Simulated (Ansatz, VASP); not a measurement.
## Two plane-wave programs on GaO

```xyz
2
Lattice="3.0814 0.0000 0.0000 -1.5407 2.6685 0.0000 0.0000 0.0000 2.9004" Properties=species:S:1:pos:R:3 pbc="T T T"
Ga    0.0000    0.0000    0.0000
O     1.5407    0.8895    1.4502
```

Change from the starting cell: species swapped into the ZnIr type (P-6m2, No. 187).

Alike in both runs: task relaxation of cell and atoms; functional PBE; k mesh 6 × 6 × 6; occupations gaussian, width 0.1 eV; no spin polarisation.

|  | VASP | Ansatz |
| --- | --- | --- |
| version | VASP 6.6.1 | Ansatz 0.2.0 |
| potentials or method | VASP PAW PBE potentials, release 64 (Ga_d, O), cutoff 600 eV | scalar-relativistic, plane waves, PAW |
| valence electrons in the cell | 19 | 19 |

|  | VASP | Ansatz | Ansatz less VASP |
| --- | --- | --- | --- |
| gap on the k mesh at the Fermi level, each at its own relaxed structure (eV) | none | none | - |
| relaxed volume (Å³/atom) | 11.86 | 11.86 | -0.002 |
| relaxed length of the cell vector where the two differ most in proportion (Å) | 2.962 | 2.959 | -0.0036 |

A gap of «none» marks a metal or a gap that the smearing closes.

The k mesh is coarse, so the values compare programs but aren't converged.
